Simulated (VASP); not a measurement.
Runs of VASP 6.6.1 on Yb. The structure is that of space group Fm-3m (No. 225), or close to it. The cells are those of the table. 

| cell | gap on the mesh (eV) | pressure (GPa) | moment (μB) |
| --- | --- | --- | --- |
| a = 3.879 Å, angles 60.0°, 1 atom | none | (a) | 0.00 |
| a = 3.853 Å, angles 60.0°, 1 atom | - | -4.4 | 0.00 |
| a = 3.930 Å, angles 60.0°, 1 atom | none | -5.0 | 0.00 |
| a = 3.905 Å, angles 60.0°, 1 atom | none | -3.6 | 0.00 |
| a = 3.800 Å, angles 60.0°, 1 atom | - | (b) | 0.00 |
| a = 3.827 Å, angles 60.0°, 1 atom | - | -6.2 | 0.00 |

Alike in all rows: task single point; level LDA; potentials or basis VASP PAW PBE potentials, release 64 (Yb); spin collinear, ferromagnetic start; k mesh 8 × 8 × 8; cutoff (eV) 520; smearing fermi-dirac 0.05 eV.

**Question.** Fill in the values left out.

**Answer.** (a) -2.8; (b) -4.2.

Caveats: the PAW data sets were made with another functional, which shifts forces and pressure a little; spin-orbit coupling is left out, which moves the levels of the heavy elements; the cell stands under tension (at least some runs).

A k mesh can miss the band edges, and the runs leave out spin-orbit coupling on Yb.

A gap of «none» marks levels without a gap at the run's occupations.
